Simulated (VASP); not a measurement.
A run of VASP 6.6.1 is set up as follows.

File INCAR:

```
SYSTEM = TiB2
PREC = Accurate
ENCUT = 520
EDIFF = 1E-6
ISMEAR = -1
SIGMA = 0.05
LREAL = .FALSE.
LASPH = .TRUE.
NELM = 60
ALGO = Normal
ISIF = 2
LWAVE = .FALSE.
LCHARG = .FALSE.
GGA = PS
IVDW = 12
NBANDS = 16
```

KPOINTS

```
Automatic mesh
0
G
  10 10 8
  0 0 0
```

File POSCAR:

```
TiB2
1.0
    2.9979016958      0.0000000000      0.0000000000
   -1.4989508479      2.5962590266      0.0000000000
    0.0000000000      0.0000000000      3.1601421597
Ti B
1 2
Direct
    0.0000000000      0.0000000000      0.0000000000
    0.6666666667      0.3333333333      0.5000000000
    0.3333333333      0.6666666667      0.5000000000
```

Potentials or basis: VASP PAW PBE potentials, release 64 (Ti_sv, B).

Command:

```sh
$ cat potpaw_PBE.64/Ti_sv/POTCAR potpaw_PBE.64/B/POTCAR > POTCAR
$ mpirun -np 1 vasp_std > vasp.out
```

(1) Predict the band gap on the k mesh.

(2) Predict the dispersion energy per atom.

(3) Estimate the pressure.

Results:

(1) zero (bands 9 and 10 overlap by 0.76 eV).

(2) -0.385 eV.

(3) -1.3 GPa.

Caveat: three body term missing; the PAW data sets were made with another functional, which shifts forces and pressure a little.
